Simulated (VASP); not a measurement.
Here is a VASP 6.6.1 calculation.

The input INCAR:

```
SYSTEM = Ta2N
PREC     = Accurate       ! precision mode
ENCUT    = 520            ! plane-wave cutoff, eV
EDIFF    = 1E-6           ! SCF threshold, eV
ISMEAR   = 0              ! smearing method
SIGMA    = 0.15           ! smearing width, eV
LREAL    = .False.        ! projectors in reciprocal space
LASPH    = .True.         ! aspherical terms in the spheres
NELM     = 100            ! most SCF steps
ALGO     = Normal         ! electronic algorithm
ISIF     = 2              ! what is computed and relaxed
LWAVE    = .False.        ! write WAVECAR
LCHARG   = .False.        ! write CHGCAR
GGA      = PS             ! functional
NBANDS   = 20             ! bands
```

File KPOINTS:

```
Automatic mesh
0
Gamma
  18 18 10
  0 0 0
```

Contents of POSCAR:

```
Ta2N
1.0
    3.0546855479      0.0000000000      0.0000000000
   -1.5273427740      2.6454352851      0.0000000000
    0.0000000000      0.0000000000      4.5068830574
Ta N
2 1
Direct
    0.6666666667      0.3333333333      0.7463700642
    0.3333333333      0.6666666667      0.2536299358
    0.0000000000      0.0000000000      0.0000000000
```

Potentials or basis: VASP PAW PBE potentials, release 64 (Ta_pv, N).

Command:

```console
$ cat potpaw_PBE.64/Ta_pv/POTCAR potpaw_PBE.64/N/POTCAR > POTCAR
$ mpirun -np 1 vasp_std > vasp.out
```

Task: Predict the band gap on the k mesh.

Result: Zero (an odd number of electrons rules out a gap without spin polarisation).

Task: Estimate the pressure.

Result: 31.6 GPa.

Task: What does it give for the largest force?

Result: 0.166 eV/Å.

Forces in eV/Å, atoms in the order of the input:
```
Ta   0.000  0.000 -0.166
Ta   0.000  0.000  0.166
N    0.000  0.000  0.000
```

Caveat: the cell stands under pressure; the PAW data sets were made with another functional, which shifts forces and pressure a little; spin-orbit coupling is left out, which moves the levels of the heavy elements.
